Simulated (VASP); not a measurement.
Runs of VASP 6.6.1 on Sc. The structure is that of space group P6_3/mmc (No. 194), or close to it. The cells are those of the table. 

| cell | gap on the mesh (eV) | pressure (GPa) |
| --- | --- | --- |
| a = 2.702, b = 2.702, c = 4.298 Å, angles 90.0, 90.0, 120.0°, 2 atoms | none | 77.2 |
| a = 3.025, b = 3.025, c = 4.677 Å, angles 90.0, 90.0, 120.0°, 2 atoms | none | 24.6 |
| a = 2.876, b = 2.876, c = 4.485 Å, angles 90.0, 90.0, 120.0°, 2 atoms | none | (a) |
| a = 2.365, b = 2.365, c = 4.081 Å, angles 90.0, 90.0, 120.0°, 2 atoms | none | 173.1 |

Alike in all rows: task single point; level PBE; potentials or basis VASP PAW PBE potentials, release 64 (Sc_sv); no spin polarisation; k mesh 13 × 13 × 7; cutoff (eV) 520; smearing fermi-dirac 0.08 eV.

Problem. Estimate the missing entries.

Solution. (a) 44.7.

A gap of «none» marks levels without a gap at the run's occupations.
